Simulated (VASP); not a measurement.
The system is H3C2.

```xyz
10
Lattice="3.4091 -3.1818 0.0812 3.4091 3.1818 0.0812 -0.6547 0.0000 4.1513" Properties=species:S:1:pos:R:3 pbc="T T T"
H     1.3960    0.0000    2.2289
H     4.7674    0.0000    2.0848
H     2.2813    0.8800    0.9878
H     3.8821    0.8800    3.3259
H     3.8821   -0.8800    3.3259
H     2.2813   -0.8800    0.9878
C     0.4904    0.0000    0.3481
C     5.6730    0.0000    3.9657
C     1.6684    0.0000    1.1760
C     4.4951    0.0000    3.1377
```

| Property | Result |
| --- | --- |
| Program | VASP 6.6.1 |
| Task | relaxation of shape and atoms at fixed volume |
| Functional | PBE |
| Dispersion | D3(BJ) |
| Potentials or basis | VASP PAW PBE potentials, release 64 (H, C) |
| Cutoff | 600 eV |
| k mesh | 6 × 6 × 6 |
| Occupations | gaussian, width 0.02 eV |
| Spin | no spin polarisation |

At the start: pressure 3.3 GPa; volume 9.04 Å³/atom.

Q: Where does the relaxation end?

A: Over 13 steps the energy falls by 2.8 meV/atom; space group C2/m (No. 12, to 0.1 Å) before and after.

The path:
| step | energy change (eV) | largest force (eV/Å) | pressure (GPa) | volume (Å³) |
| --- | --- | --- | --- | --- |
| 1 | 0.0000 | 0.7585 | 3.27 | 90.40 |
| 2 | 0.2220 | 6.7504 | -2.23 | 90.40 |
| 3 | -0.0087 | 0.6882 | 2.27 | 90.40 |
| 4 | -0.0255 | 0.1520 | -0.85 | 90.40 |
| 5 | -0.0282 | 0.1657 | -0.01 | 90.40 |
| 6 | -0.0244 | 0.9307 | 0.68 | 90.40 |
| 7 | -0.0283 | 0.0222 | 0.10 | 90.40 |
| 8 | -0.0284 | 0.0195 | 0.11 | 90.40 |
| 9 | -0.0284 | 0.0226 | 0.11 | 90.40 |
| 10 | -0.0285 | 0.0170 | 0.11 | 90.40 |
| 11 | -0.0285 | 0.0272 | 0.10 | 90.40 |
| 12 | -0.0284 | 0.1180 | 0.03 | 90.40 |
| 13 | -0.0285 | 0.0099 | 0.09 | 90.40 |

Final structure:
```
CELL_PARAMETERS angstrom
3.42009 -3.17222 0.09665
3.42009 3.17222 0.09665
-0.63795 0.00000 4.14792
ATOMIC_POSITIONS crystal
H 0.25552 0.25552 0.53082
H 0.74448 0.74448 0.46918
H 0.21750 0.49786 0.22370
H 0.50214 0.78250 0.77630
H 0.78250 0.50214 0.77630
H 0.49786 0.21750 0.22370
C 0.07999 0.07999 0.08119
C 0.92001 0.92001 0.91881
C 0.27186 0.27186 0.27364
C 0.72814 0.72814 0.72636
```
